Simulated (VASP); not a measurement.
# BiRu (rocksalt type) (Fm-3m) in VASP: single point with LDA+U

Aim: the single point of BiRu (rocksalt type) with LDA+U.

Program: VASP 6.6.1. These are calculated values, not measurements. Logs are shortened: lines on timing, memory, paths and dates and some standing lists are left out, and cuts for length are marked.

### Step 1. The cell of the first run

It takes space group Fm-3m (No. 225, cubic). The conventional cell has a = 5.036 Å, b = 5.036 Å, c = 5.036 Å, α = 90.00°, β = 90.00°, γ = 90.00°. Within 3.3 Å of Ru (site symmetry m-3m) lie 6 Bi at 2.52 Å. Bi (site symmetry m-3m) has 6 Ru at 2.52 Å within 3.3 Å.

### Step 2. Single point, LDA+U

Contents of INCAR:

```
SYSTEM = BiRu
  PREC = Accurate
  ENCUT = 520
  EDIFF = 1E-6
  ISMEAR = 0
  SIGMA = 0.001
  LREAL = .False.
  LASPH = .True.
  NELM = 150
  ALGO = Normal
  ISIF = 2
  LWAVE = .False.
  LCHARG = .False.
  LMAXMIX = 4
  LDAU = .True.
  LDAUTYPE = 2
  LDAUL = 2 -1
  LDAUU = 3 0
  LDAUJ = 0 0
  LDAUPRINT = 1
  GGA = CA
  NBANDS = 22
```

Contents of KPOINTS:

```
Automatic mesh
0
Gamma
  13 13 13
  0 0 0
```

Contents of POSCAR:

```
BiRu
1.0
    0.0000000000      2.5181006218      2.5181006218
    2.5181006218      0.0000000000      2.5181006218
    2.5181006218      2.5181006218      0.0000000000
Ru Bi
1 1
Direct
    0.0000000000      0.0000000000      0.0000000000
    0.5000000000      0.5000000000      0.5000000000
```

Potentials or basis: VASP PAW LDA potentials, release 64 (Ru_pv, Bi_d).

Started as:

```bash
$ cat potpaw_LDA.64/Ru_pv/POTCAR potpaw_LDA.64/Bi_d/POTCAR > POTCAR
$ mpirun -np 1 vasp_std > vasp.out
```

OUTCAR:

```text
SYSTEM = BiRu
   PREC = Accurate
   ENCUT = 520
   EDIFF = 1E-6
   ISMEAR = 0
   LREAL = .False.
   LASPH = .True.
   NELM = 150
   ISIF = 2
   GGA = CA

 ion  position               nearest neighbor table
   1  0.000  0.000  0.000-   2 2.52   2 2.52   2 2.52   2 2.52   2 2.52   2 2.52
   2  0.500  0.500  0.500-   1 2.52   1 2.52   1 2.52   1 2.52   1 2.52   1 2.52

  LATTYP: Found a face centered cubic cell.
 ALAT       =     5.0362012436

  Lattice vectors:

 A1 = (   0.0000000000,   2.5181006218,   2.5181006218)
 A2 = (   2.5181006218,   0.0000000000,   2.5181006218)
 A3 = (   2.5181006218,   2.5181006218,   0.0000000000)

Analysis of symmetry for initial positions (statically):
=====================================================================
 Subroutine PRICEL returns:
 Original cell was already a primitive cell.

 Routine SETGRP: Setting up the symmetry group for a
 face centered cubic supercell.

 Subroutine GETGRP returns: Found 48 space group operations
 (whereof 48 operations were pure point group operations)
 out of a pool of 48 trial point group operations.

The static configuration has the point symmetry O_h .

Analysis of symmetry for dynamics (positions and initial velocities):
=====================================================================
 Subroutine PRICEL returns:
 Original cell was already a primitive cell.

 Routine SETGRP: Setting up the symmetry group for a
 face centered cubic supercell.

 Subroutine GETGRP returns: Found 48 space group operations
 (whereof 48 operations were pure point group operations)
 out of a pool of 48 trial point group operations.

The dynamic configuration has the point symmetry O_h .

 Subroutine INISYM returns: Found 48 space group operations
 (whereof 48 operations are pure point group operations),
 and found     1 'primitive' translations

----------------------------------------------------------------------------------------

                                     Primitive cell

  volume of cell :      31.9337

[... 137 lines left out ...]
  0.0000  0.7541  0.0000 -0.0000 -0.0000
  0.0000  0.0000  0.5708  0.0000 -0.0000
  0.0000 -0.0000  0.0000  0.7541 -0.0000
  0.0000 -0.0000 -0.0000 -0.0000  0.5708

spin component  2

  0.7541  0.0000  0.0000  0.0000  0.0000
  0.0000  0.7541  0.0000 -0.0000 -0.0000
  0.0000  0.0000  0.5708  0.0000 -0.0000
  0.0000 -0.0000  0.0000  0.7541 -0.0000
  0.0000 -0.0000 -0.0000 -0.0000  0.5708

 occupancies and eigenvectors

  o =  0.5708  v =  0.0000 -0.0000 -1.0000 -0.0000  0.0073  0.0000  0.0000  0.0000  0.0000  0.0000      0.0000  0.0000  0.0000  0.0000  0.0000  0.0000  0.0000  0.0000  0.0000  0.0000
  o =  0.5708  v =  0.0000  0.0000  0.0000  0.0000  0.0000  0.0000 -0.0000 -1.0000 -0.0000  0.0073      0.0000  0.0000  0.0000  0.0000  0.0000  0.0000  0.0000  0.0000  0.0000  0.0000
  o =  0.5708  v =  0.0000  0.0000  0.0000  0.0000  0.0000  0.0000  0.0000  0.0073  0.0000  1.0000      0.0000  0.0000  0.0000  0.0000  0.0000  0.0000  0.0000  0.0000  0.0000  0.0000
  o =  0.5708  v =  0.0000  0.0000  0.0073  0.0000  1.0000  0.0000  0.0000  0.0000  0.0000  0.0000      0.0000  0.0000  0.0000  0.0000  0.0000  0.0000  0.0000  0.0000  0.0000  0.0000
  o =  0.7541  v =  0.0000 -0.8602  0.0000 -0.5100  0.0000  0.0000  0.0000  0.0000  0.0000  0.0000      0.0000  0.0000  0.0000  0.0000  0.0000  0.0000  0.0000  0.0000  0.0000  0.0000
  o =  0.7541  v =  0.0000  0.0000  0.0000  0.0000  0.0000  0.0000 -0.8602  0.0000 -0.5100  0.0000      0.0000  0.0000  0.0000  0.0000  0.0000  0.0000  0.0000  0.0000  0.0000  0.0000
  o =  0.7541  v =  0.0000 -0.5100 -0.0000  0.8602  0.0000  0.0000  0.0000  0.0000  0.0000  0.0000      0.0000  0.0000  0.0000  0.0000  0.0000  0.0000  0.0000  0.0000  0.0000  0.0000
  o =  0.7541  v =  0.0000  0.0000  0.0000  0.0000  0.0000  0.0000 -0.5100 -0.0000  0.8602  0.0000      0.0000  0.0000  0.0000  0.0000  0.0000  0.0000  0.0000  0.0000  0.0000  0.0000
  o =  0.7541  v =  1.0000  0.0000  0.0000  0.0000  0.0000  0.0000  0.0000  0.0000  0.0000  0.0000      0.0000  0.0000  0.0000  0.0000  0.0000  0.0000  0.0000  0.0000  0.0000  0.0000
  o =  0.7541  v =  0.0000  0.0000  0.0000  0.0000  0.0000  1.0000  0.0000  0.0000  0.0000  0.0000      0.0000  0.0000  0.0000  0.0000  0.0000  0.0000  0.0000  0.0000  0.0000  0.0000

 number of electron      29.0000004 magnetization

 Free energy of the ion-electron system (eV)
  ---------------------------------------------------
  ext. energy  EPLUGINS =         0.00000000
  ---------------------------------------------------
  free energy    TOTEN  =        -9.45174879 eV

  energy without entropy =       -9.45174019  energy(sigma->0) =       -9.45174449

 E-fermi :  13.9716     XC(G=0): -13.5883

 val. band max:       13.9710180187   @ k =  -0.3077   0.2308   0.0769
 cond. band min:      13.9769937518   @ k =   0.3077   0.0000   0.0000
 fundamental gap:      0.0059757331
 Fermi energy:        13.9716184133

 k-point     1 :       0.0000    0.0000    0.0000
  band No.  band energies     occupation
      1     -27.4934      2.00000
      2     -27.4934      2.00000
      3     -27.4934      2.00000
      4      -9.4729      2.00000
      5      -9.4729      2.00000
      6      -9.2998      2.00000
[... 589 lines left out ...]
     21      26.7867      0.00000
     22      26.8985      0.00000

 [... further k-points ...]

------------------------ aborting loop because EDIFF is reached ----------------------------------------

  FORCE on cell =-STRESS in cart. coord.  units (eV):
  Direction    XX          YY          ZZ          XY          YZ          ZX
  --------------------------------------------------------------------------------------
  -------------------------------------------------------------------------------------
  Total       10.3192886     10.3192886     10.3192886     -0.0000000      0.0000000     -0.0000000
  in kB      517.7392683    517.7392683    517.7392683     -0.0000000      0.0000000     -0.0000000
  external PRESSURE =     517.7392683 kB  Pullay stress =       0.0000000 kB

 VOLUME and BASIS-vectors are now :
 -----------------------------------------------------------------------------
  energy-cutoff  :      520.00
  volume of cell :       31.93
      direct lattice vectors                 reciprocal lattice vectors
     0.000000000  2.518100622  2.518100622    -0.198562359  0.198562359  0.198562359
     2.518100622  0.000000000  2.518100622     0.198562359 -0.198562359  0.198562359
     2.518100622  2.518100622  0.000000000     0.198562359  0.198562359 -0.198562359

 POSITION                                       TOTAL-FORCE (eV/Angst)
 -----------------------------------------------------------------------------------
      0.00000      0.00000      0.00000        -0.000000      0.000000      0.000000
      2.51810      2.51810      2.51810         0.000000     -0.000000     -0.000000
 -----------------------------------------------------------------------------------
    total drift:                                0.000000      0.000000      0.000000

  FREE ENERGIE OF THE ION-ELECTRON SYSTEM (eV)
  ---------------------------------------------------
  free  energy   TOTEN  =        -9.4517487906 eV

  energy  without entropy=       -9.4517401948  energy(sigma->0) =       -9.45174449
```

OSZICAR:

```text
N       E                     dE             d eps       ncg     rms          rms(c)
DAV:   1     0.312704628446E+03    0.31270E+03   -0.15783E+04  3752   0.173E+03
DAV:   2     0.655612675040E+01   -0.30615E+03   -0.29560E+03  3702   0.475E+02
DAV:   3    -0.912781160698E+01   -0.15684E+02   -0.15513E+02  4478   0.113E+02
DAV:   4    -0.948196679169E+01   -0.35416E+00   -0.35378E+00  4650   0.169E+01
DAV:   5    -0.949191006212E+01   -0.99433E-02   -0.99424E-02  4730   0.285E+00    0.149E+01
DAV:   6    -0.944030340920E+01    0.51607E-01   -0.21889E-01  4694   0.598E+00    0.966E+00
DAV:   7    -0.945545846753E+01   -0.15155E-01   -0.16995E-01  4862   0.408E+00    0.570E-01
DAV:   8    -0.945157397562E+01    0.38845E-02   -0.25729E-02  4314   0.132E+00    0.277E-01
DAV:   9    -0.945161933072E+01   -0.45355E-04   -0.26961E-03  5138   0.688E-01    0.824E-02
DAV:  10    -0.945173709294E+01   -0.11776E-03   -0.18111E-04  5612   0.994E-02    0.255E-02
DAV:  11    -0.945174879243E+01   -0.11699E-04   -0.25313E-05  4892   0.398E-02    0.266E-03
DAV:  12    -0.945174879055E+01    0.18722E-08   -0.42645E-07  2778   0.602E-03
   1 F= -.94517488E+01 E0= -.94517445E+01  d E =-.859576E-05
```

Wall time 64 s (1 thread of AMD EPYC 7R43 (Zen 3), shared host); peak memory 0.14 GiB.

What came out:

```yaml
Free_energy: -9.4517 eV
Pressure: 51.8 GPa
Band_gap_on_the_k_mesh: zero (an odd number of electrons rules out a gap without spin polarisation)
```

Levels at points of the mesh, in eV from the Fermi level:
```tsv
k point	band 10	band 11	band 12	band 13	band 14	band 15	band 16	band 17	band 18	band 19
(0.00, 0.00, 0.00)	-2.60	-2.60	-2.60	-1.39	-1.39	3.18	3.18	3.18	6.68	9.32
```

Eigenvalues of the final occupation matrices:
```
    site  spin  trace               eigenvalues
site 1 d     1   3.40  0.57 0.57 0.75 0.75 0.75
site 1 d     2   3.40  0.57 0.57 0.75 0.75 0.75
```

Caveat: the cell stands under pressure; spin-orbit coupling is left out, which moves the levels of the heavy elements; U without spin polarisation on a metal has little footing; the U is typed as a test and isn't derived for this compound.
